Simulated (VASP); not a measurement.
# Zr3HC2 (P-3m1) in VASP: settings compared

Aim: see how the results for Zr3HC2 move with the level of theory and the settings. Levels: LDA, PBEsol, BLYP. Tasks: single point.

Everything below comes from runs of VASP 6.6.1. Logs are shortened: lines on timing, memory, paths and dates and some standing lists are left out, and cuts for length are marked.

## Step 1: The cell of the first run

Symmetry: P-3m1, No. 164, trigonal system. Conventional cell: a = 3.360 Å, b = 3.360 Å, c = 8.024 Å, α = 90.00°, β = 90.00°, γ = 120.00°. Zr (site symmetry -3m) has 6 C at 2.40 Å within 3.2 Å. Within 3.0 Å of Zr (site symmetry 3m) lie 3 C at 2.27 Å and 3 H at 2.41 Å. H (site symmetry -3m) has 6 Zr at 2.41 Å within 3.2 Å. Within 3.0 Å of C (site symmetry 3m) lie 6 Zr at 2.27 to 2.40 Å.

## Step 2: Single point, LDA

File INCAR:

```
ALGO = Normal
EDIFF = 1E-6
ENCUT = 520
ISIF = 2
ISMEAR = -1
LASPH = True
LCHARG = False
LREAL = False
LWAVE = False
NBANDS = 32
NELM = 100
PREC = Accurate
SIGMA = 0.1
```

File KPOINTS:

```
k-points
0
Gamma
  7 7 3
```

File POSCAR:

```
Zr3HC2
1.0
    3.3595803200      0.0000000000      0.0000000000
   -1.6797901600      2.9094819100      0.0000000000
    0.0000000000      0.0000000000      8.0238460000
Zr H C
3 1 2
Direct
    0.0000000000      0.0000000000      0.5000000000
    0.3333333300      0.6666666700      0.1780850000
    0.6666666700      0.3333333300      0.8219150000
    0.0000000000      0.0000000000      0.0000000000
    0.3333333300      0.6666666700      0.6755830000
    0.6666666700      0.3333333300      0.3244170000
```

Potentials or basis: VASP PAW LDA potentials, release 64 (Zr_sv, H, C).

Command:

```bash
$ cat potpaw_LDA.64/Zr_sv/POTCAR potpaw_LDA.64/H/POTCAR potpaw_LDA.64/C/POTCAR > POTCAR
$ mpirun -np 1 vasp_std > vasp.out
```

OUTCAR:

```text
EDIFF = 1E-6
   ENCUT = 520
   ISIF = 2
   ISMEAR = -1
   LASPH = True
   LREAL = False
   NELM = 100
   PREC = Accurate

 ion  position               nearest neighbor table
   1  0.000  0.000  0.500-   5 2.40   6 2.40   6 2.40   5 2.40   6 2.40   5 2.40   2 3.23   3 3.23
                             2 3.23   3 3.23   3 3.23   2 3.23
   2  0.333  0.667  0.178-   6 2.27   6 2.27   6 2.27   1 3.23   1 3.23   1 3.23   3 3.45   3 3.45
                             3 3.45
   3  0.667  0.333  0.822-   5 2.27   5 2.27   5 2.27   1 3.23   1 3.23   1 3.23   2 3.45   2 3.45
                             2 3.45
   4  0.000  0.000  0.000-
   5  0.333  0.667  0.676-   3 2.27   3 2.27   3 2.27   1 2.40   1 2.40   1 2.40
   6  0.667  0.333  0.324-   2 2.27   2 2.27   2 2.27   1 2.40   1 2.40   1 2.40

  LATTYP: Found a hexagonal cell.
 ALAT       =     3.3595803200
 C/A-ratio  =     2.3883477208

  Lattice vectors:

 A1 = (   3.3595803200,   0.0000000000,   0.0000000000)
 A2 = (  -1.6797901600,   2.9094819100,   0.0000000000)
 A3 = (   0.0000000000,   0.0000000000,   8.0238460000)

Analysis of symmetry for initial positions (statically):
=====================================================================
 Subroutine PRICEL returns:
 Original cell was already a primitive cell.

 Routine SETGRP: Setting up the symmetry group for a
 hexagonal supercell.

 Subroutine GETGRP returns: Found 12 space group operations
 (whereof 12 operations were pure point group operations)
 out of a pool of 24 trial point group operations.

The static configuration has the point symmetry D_3d.

Analysis of symmetry for dynamics (positions and initial velocities):
=====================================================================
 Subroutine PRICEL returns:
 Original cell was already a primitive cell.

 Routine SETGRP: Setting up the symmetry group for a
 hexagonal supercell.

 Subroutine GETGRP returns: Found 12 space group operations
 (whereof 12 operations were pure point group operations)
 out of a pool of 24 trial point group operations.

The dynamic configuration has the point symmetry D_3d.

 Subroutine INISYM returns: Found 12 space group operations
 (whereof 12 operations are pure point group operations),
 and found     1 'primitive' translations

----------------------------------------------------------------------------------------

                                     Primitive cell

  volume of cell :      78.4302

  direct lattice vectors                    reciprocal lattice vectors
     3.359580320  0.000000000  0.000000000     0.297656226  0.171851902  0.000000000
    -1.679790160  2.909481910  0.000000000     0.000000000  0.343703804  0.000000000
     0.000000000  0.000000000  8.023846000     0.000000000  0.000000000  0.124628514

  length of vectors
     3.359580320  3.359580326  8.023846000     0.343703805  0.343703804  0.124628514

  position of ions in fractional coordinates (direct lattice)
     0.000000000  0.000000000  0.500000000
     0.333333330  0.666666670  0.178085000
     0.666666670  0.333333330  0.821915000
     0.000000000  0.000000000  0.000000000
     0.333333330  0.666666670  0.675583000
     0.666666670  0.333333330  0.324417000

  ion indices of the primitive-cell ions
   primitive index   ion index
                 1           1
                 2           2
                 3           3
                 4           4
                 5           5
                 6           6

----------------------------------------------------------------------------------------

 KPOINTS: k-points

Automatic generation of k-mesh.
 Grid dimensions read from file:
 generate k-points for:    7    7    3

 Generating k-lattice:

  Cartesian coordinates                     Fractional coordinates (reciprocal lattice)
     0.042522318  0.024550272  0.000000000     0.142857143  0.000000000  0.000000000
     0.000000000  0.049100543  0.000000000     0.000000000  0.142857143  0.000000000
     0.000000000  0.000000000  0.041542838     0.000000000  0.000000000  0.333333333

  Length of vectors
     0.049100544  0.049100543  0.041542838

  Shift w.r.t. Gamma in fractional coordinates (k-lattice)
     0.000000000  0.000000000  0.000000000

 Subroutine IBZKPT returns following result:
 ===========================================

 Found     20 irreducible k-points:

 Following reciprocal coordinates:
            Coordinates               Weight
  0.000000  0.000000  0.000000      1.000000
  0.142857  0.000000  0.000000      6.000000
  0.285714 -0.000000  0.000000      6.000000
  0.428571 -0.000000  0.000000      6.000000
  0.142857  0.142857  0.000000      6.000000
  0.285714  0.142857  0.000000     12.000000
[... 12 lines left out ...]
  0.428571  0.142857  0.333333     12.000000
  0.285714  0.285714  0.333333     12.000000
   k-points           NKPTS =     20   k-points in BZ     NKDIM =     20   number of bands    NBANDS=     32
   number of dos      NEDOS =    301   number of ions     NIONS =      6
   total plane-waves  NPLWV =  47040
   dimension x,y,z NGX =    28 NGY =   28 NGZ =   60
   dimension x,y,z NGXF=    56 NGYF=   56 NGZF=  120
   ions per type =               3   1   2
   NGX,Y,Z   is equivalent  to a cutoff of  13.86, 13.86, 12.43 a.u.
   NGXF,Y,Z  is equivalent  to a cutoff of  27.71, 27.71, 24.86 a.u.
 SYSTEM =  unknown system
   PREC   = accura    normal or accurate (medium, high low for compatibility)
   ISTART =      0    job   : 0-new  1-cont  2-samecut
   ICHARG =      2    charge: 1-file 2-atom 10-const
   ISPIN  =      1    spin polarized calculation?
   LNONCOLLINEAR =      F non collinear calculations
   LSORBIT =      F    spin-orbit coupling
   LASPH  =      T    aspherical Exc in radial PAW
   ENCUT  =  520.0 eV  38.22 Ry    6.18 a.u.   6.25  6.25 14.92*2*pi/ulx,y,z
   NELM   =    100;   NELMIN=  2; NELMDL= -5     # of ELM steps
   EDIFF  = 0.1E-05   stopping-criterion for ELM
   LREAL  =      F    real-space projection
   EDIFFG = 0.1E-04   stopping-criterion for IOM
   NSW    =      0    number of steps for IOM
   IBRION =     -1    ionic relax: 0-MD 1-quasi-New 2-CG
   NFREE  =      0    steps in history (QN), initial steepest desc. (CG)
   ISIF   =      2    stress and relaxation
   ISYM   =      2    0-nonsym 1-usesym 2-fastsym
   POTIM  = 0.5000    time-step for ionic-motion
   TEBEG  =    0.0;   TEEND  =   0.0 temperature during run
   PSTRESS=    0.0 pullay stress
   NELECT =      45.0000    total number of electrons
   NUPDOWN=      -1.0000    fix difference up-down
   EMIN   =  10.00;   EMAX   =-10.00  energy-range for DOS
   EFERMI =   0.00;   METHOD = LEGACY
   ISMEAR =    -1;   SIGMA  =   0.10  broadening in eV -4-tet -1-fermi 0-gaus
   EFERMI_NEDOS =   21; number of points for ismear=-14 and -15
   IALGO  =     38    algorithm
   IMIX   =      4    mixing-type and parameters
     AMIX     =   0.40;   BMIX     =  1.00
     AMIX_MAG =   1.60;   BMIX_MAG =  1.00
  volume/ion in A,a.u.               =      13.07        88.21
  Fermi-wavevector in a.u.,A,eV,Ry     =   1.360352  2.570692 25.178358  1.850557
  Thomas-Fermi vector in A             =   2.487021
   LORBIT       =      0    0 simple, 1 ext, 2 COOP (PROOUT), +10 PAW based schemes
   GGA     = CA    functional components
   LHFCALC =     F    Hartree Fock is set to
   AEXX    =    0.0000 exact exchange contribution
   IVDW    =     0    specifies the selected vdW correction
   LEPSILON=     F    determine dielectric tensor
   LRPA    =     F    only Hartree local field effects (RPA)
 non-spin polarized calculation
  energy-cutoff  :      520.00
  volume of cell :       78.43
 maximum number of plane-waves:      2141
 NGX is ok and might be reduce to    28
   NGX = 13   NGY = 13   NGZ = 29

 number of electron      45.0000000 magnetization

 Free energy of the ion-electron system (eV)
  ---------------------------------------------------
  ext. energy  EPLUGINS =         0.00000000
  ---------------------------------------------------
  free energy    TOTEN  =       -56.51262091 eV

  energy without entropy =      -56.40816323  energy(sigma->0) =      -56.46039207

 E-fermi :   9.1601     XC(G=0): -11.9519

 val. band max:        9.1409544044   @ k =   0.1429   0.1429   0.3333
 cond. band min:       9.1722466088   @ k =   0.4286  -0.0000   0.3333
 fundamental gap:      0.0312922044
 Fermi energy:         9.1601003816

 k-point     1 :       0.0000    0.0000    0.0000
  band No.  band energies     occupation
      1     -39.0625      2.00000
      2     -39.0200      2.00000
      3     -38.8362      2.00000
      4     -17.5780      2.00000
      5     -17.4915      2.00000
      6     -17.0293      2.00000
[... 24 lines left out ...]
     31      12.5781      0.00000
     32      12.5781      0.00000

 k-point     2 :       0.1429    0.0000    0.0000
  band No.  band energies     occupation
      1     -39.0480      2.00000
      2     -39.0100      2.00000
      3     -38.8268      2.00000
      4     -17.5566      2.00000
      5     -17.4760      2.00000
      6     -17.1347      2.00000
[... 24 lines left out ...]
     31      13.4269      0.00000
     32      13.7405      0.00000

 k-point     3 :       0.2857   -0.0000    0.0000
  band No.  band energies     occupation
      1     -39.0144      2.00000
      2     -38.9882      2.00000
      3     -38.8058      2.00000
      4     -17.5667      2.00000
      5     -17.4799      2.00000
      6     -17.3743      2.00000
[... 24 lines left out ...]
     31      13.8346      0.00000
     32      14.9932      0.00000

 k-point     4 :       0.4286   -0.0000    0.0000
  band No.  band energies     occupation
      1     -38.9848      2.00000
      2     -38.9728      2.00000
      3     -38.7891      2.00000
      4     -17.6623      2.00000
      5     -17.6020      2.00000
      6     -17.5363      2.00000
[... 514 lines left out ...]
     31      14.4504      0.00000
     32      14.6239      0.00000

 k-point    19 :       0.4286    0.1429    0.3333
  band No.  band energies     occupation
      1     -38.9767      2.00000
      2     -38.9683      2.00000
      3     -38.7846      2.00000
      4     -17.6797      2.00000
      5     -17.5691      2.00000
      6     -17.4784      2.00000
[... 24 lines left out ...]
     31      14.2915      0.00000
     32      14.5474      0.00000

 k-point    20 :       0.2857    0.2857    0.3333
  band No.  band energies     occupation
      1     -38.9724      2.00000
      2     -38.9671      2.00000
      3     -38.7826      2.00000
      4     -17.5806      2.00000
      5     -17.5474      2.00000
      6     -17.4432      2.00000
[... 24 lines left out ...]
     31      14.6629      0.00000
     32      15.1290      0.00000

------------------------ aborting loop because EDIFF is reached ----------------------------------------

  FORCE on cell =-STRESS in cart. coord.  units (eV):
  Direction    XX          YY          ZZ          XY          YZ          ZX
  --------------------------------------------------------------------------------------
  -------------------------------------------------------------------------------------
  Total       -4.9069095     -4.9069095     -4.5899012      0.0000000      0.0000000      0.0000000
  in kB     -100.2386844   -100.2386849    -93.7628172      0.0000000      0.0000000      0.0000000
  external PRESSURE =     -98.0800622 kB  Pullay stress =       0.0000000 kB

 VOLUME and BASIS-vectors are now :
 -----------------------------------------------------------------------------
  energy-cutoff  :      520.00
  volume of cell :       78.43
      direct lattice vectors                 reciprocal lattice vectors
     3.359580320  0.000000000  0.000000000     0.297656226  0.171851902  0.000000000
    -1.679790160  2.909481910  0.000000000     0.000000000  0.343703804  0.000000000
     0.000000000  0.000000000  8.023846000     0.000000000  0.000000000  0.124628514

 POSITION                                       TOTAL-FORCE (eV/Angst)
 -----------------------------------------------------------------------------------
      0.00000      0.00000      4.01192        -0.000000      0.000000     -0.000000
     -0.00000      1.93965      1.42893        -0.000000      0.000000      0.514452
      1.67979      0.96983      6.59492         0.000000     -0.000000     -0.514452
      0.00000      0.00000      0.00000        -0.000000      0.000000     -0.000000
     -0.00000      1.93965      5.42077         0.000000     -0.000000      0.000450
      1.67979      0.96983      2.60307        -0.000000      0.000000     -0.000450
 -----------------------------------------------------------------------------------
    total drift:                               -0.000000      0.000000      0.000000

  FREE ENERGIE OF THE ION-ELECTRON SYSTEM (eV)
  ---------------------------------------------------
  free  energy   TOTEN  =       -56.5126209121 eV

  energy  without entropy=      -56.4081632319  energy(sigma->0) =      -56.46039207
```

It took 31 s on 1 thread of Intel Xeon 6975P-C (Granite Rapids), shared host; peak memory 0.19 GiB.

What came out:

* Free energy: -56.5126 eV
* Pressure: -9.8 GPa
* Largest force: 0.514 eV/Å

Forces on the atoms (eV/Å):
```
Zr   0.000  0.000  0.000
Zr   0.000  0.000  0.514
Zr   0.000  0.000 -0.514
H    0.000  0.000  0.000
C    0.000  0.000  0.000
C    0.000  0.000  0.000
```

## Step 3: Single point, PBEsol

File INCAR:

```
SYSTEM = Zr3HC2
PREC     = Accurate       ! precision mode
ENCUT    = 520            ! plane-wave cutoff, eV
EDIFF    = 1E-6           ! SCF threshold, eV
ISMEAR   = -1             ! smearing method
SIGMA    = 0.1            ! smearing width, eV
LREAL    = .FALSE.        ! projectors in reciprocal space
LASPH    = .TRUE.         ! aspherical terms in the spheres
NELM     = 60             ! most SCF steps
ALGO     = Normal         ! electronic algorithm
ISIF     = 2              ! what is computed and relaxed
LWAVE    = .FALSE.        ! write WAVECAR
LCHARG   = .FALSE.        ! write CHGCAR
GGA      = PS             ! functional
NBANDS   = 32             ! bands
```

File KPOINTS:

```
Automatic mesh
0
G
  7 7 3
  0 0 0
```

POSCAR is that of step 2.

Potentials or basis: VASP PAW PBE potentials, release 64 (Zr_sv, H, C).

Command:

```bash
$ cat potpaw_PBE.64/Zr_sv/POTCAR potpaw_PBE.64/H/POTCAR potpaw_PBE.64/C/POTCAR > POTCAR
$ mpirun -np 1 vasp_std > vasp.out
```

Wall time 27 s (1 thread of Intel Xeon 6975P-C (Granite Rapids), shared host); peak memory 0.22 GiB.

It converged, with:

* Free energy: -54.7078 eV
* Pressure: -6.5 GPa
* Largest force: 0.392 eV/Å

Forces in eV/Å, atoms in the order of the input:
```
Zr   0.000  0.000  0.000
Zr   0.000  0.000  0.392
Zr   0.000  0.000 -0.392
H    0.000  0.000  0.000
C    0.000  0.000 -0.025
C    0.000  0.000  0.025
```

Stress tensor (GPa, compression positive):
```
-6.63  0.00  0.00
 0.00 -6.63  0.00
 0.00  0.00 -6.09
```

Levels at points of the mesh, in eV from the Fermi level:
| k point | band 18 | band 19 | band 20 | band 21 | band 22 | band 23 | band 24 | band 25 | band 26 | band 27 |
| --- | --- | --- | --- | --- | --- | --- | --- | --- | --- | --- |
| (0.00, 0.00, 0.00) | -2.90 | -2.90 | -1.93 | -1.93 | 0.66 | 0.66 | 1.07 | 2.64 | 2.64 | 2.73 |

Caveat: the PAW data sets were made with another functional, which shifts forces and pressure a little.

## Step 4: Single point, BLYP

File INCAR:

```
SYSTEM = Zr3HC2
PREC = Accurate ; ENCUT = 520
EDIFF = 1E-6 ; ISMEAR = -1
SIGMA = 0.1 ; LREAL = .FALSE.
LASPH = .TRUE. ; NELM = 100
ALGO = Normal ; ISIF = 2
LWAVE = .FALSE. ; LCHARG = .TRUE.
GGA = B5 ; ALDAX = 1.0
AGGAX = 1.0 ; AGGAC = 1.0
ALDAC = 0.0 ; LELF = .TRUE.
LVHAR = .TRUE. ; NBANDS = 32
```

KPOINTS is that of step 3.

POSCAR is that of step 3.

Command:

```bash
$ cat potpaw_PBE.64/Zr_sv/POTCAR potpaw_PBE.64/H/POTCAR potpaw_PBE.64/C/POTCAR > POTCAR
$ mpirun -np 1 vasp_std > vasp.out
```

It took 50 s on 1 thread of Intel Xeon 6975P-C (Granite Rapids), shared host; peak memory 0.22 GiB.

It converged, with:

```
Free energy   : -46.9891 eV
Pressure      : 4.6 GPa
Largest force : 0.052 eV/Å
```

Forces on the atoms (eV/Å):
```
Zr   0.000  0.000  0.000
Zr   0.000  0.000  0.052
Zr   0.000  0.000 -0.052
H    0.000  0.000  0.000
C    0.000  0.000  0.026
C    0.000  0.000 -0.026
```

Levels at points of the mesh, in eV from the Fermi level:
```csv
k point,band 19,band 20,band 21,band 22,band 23,band 24,band 25,band 26
"(0.00, 0.00, 0.00)",-2.98,-2.02,-2.02,0.60,0.60,1.00,2.52,2.52
```

Caveat: the PAW data sets were made with another functional, which shifts forces and pressure a little.

## Step 5: Summary

```tsv
level	potentials or basis	gap on the mesh (eV)	pressure (GPa)	largest force (eV/Å)
LDA	VASP PAW LDA potentials, release 64 (Zr_sv, H, C)	none	-9.8	0.51
PBEsol	VASP PAW PBE potentials, release 64 (Zr_sv, H, C)	none	-6.5	0.39
BLYP	VASP PAW PBE potentials, release 64 (Zr_sv, H, C)	none	4.6	0.05
```

Alike in all rows: task single point; no spin polarisation; cell as given; k mesh 7 × 7 × 3; cutoff (eV) 520; smearing fermi-dirac 0.1 eV.

Caveats: the PAW data sets were made with another functional, which shifts forces and pressure a little (some runs).

Absolute energies hang on the potentials; compare differences alone.
